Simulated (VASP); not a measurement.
Y2C, 3 atoms in the cell. It takes space group R-3m (No. 166, trigonal). The conventional cell has a = 3.697 Å, b = 3.697 Å, c = 17.964 Å, α = 90.00°, β = 90.00°, γ = 120.00°. Within 3.3 Å of Y (site symmetry 3m) lie 3 C at 2.53 Å. Within 3.3 Å of C (site symmetry -3m) lie 6 Y at 2.53 Å.  This cell differs from its parent crystal: equal xx and yy strain of +2 %.

- Program: VASP 6.6.1
- Task: electric field gradients
- Functional: PBEsol
- Potentials or basis: VASP PAW PBE potentials, release 64 (Y_sv, C)
- Cutoff: 520 eV
- k mesh: 11 × 11 × 11
- Occupations: fermi-dirac, width 0.05 eV
- Spin: no spin polarisation
- Dipole correction: no
- Further INCAR settings: ALGO = Normal; EDIFF = 1e-08; NBANDS = 20

Potentials or basis: VASP PAW PBE potentials, release 64 (Y_sv, C).

The run is started by

```bash
$ cat potpaw_PBE.64/Y_sv/POTCAR potpaw_PBE.64/C/POTCAR > POTCAR
$ mpirun -np 1 vasp_std > vasp.out
```

Hardware: 1 thread of Intel Xeon 8259CL, on a shared host.

**Question.** Estimate the wall time of this run.

**Answer.** Run time: 12 min on 1 thread of Intel Xeon 8259CL (shared host), peak memory 0.48 GiB. Counts: scf iterations 17, k points 146.
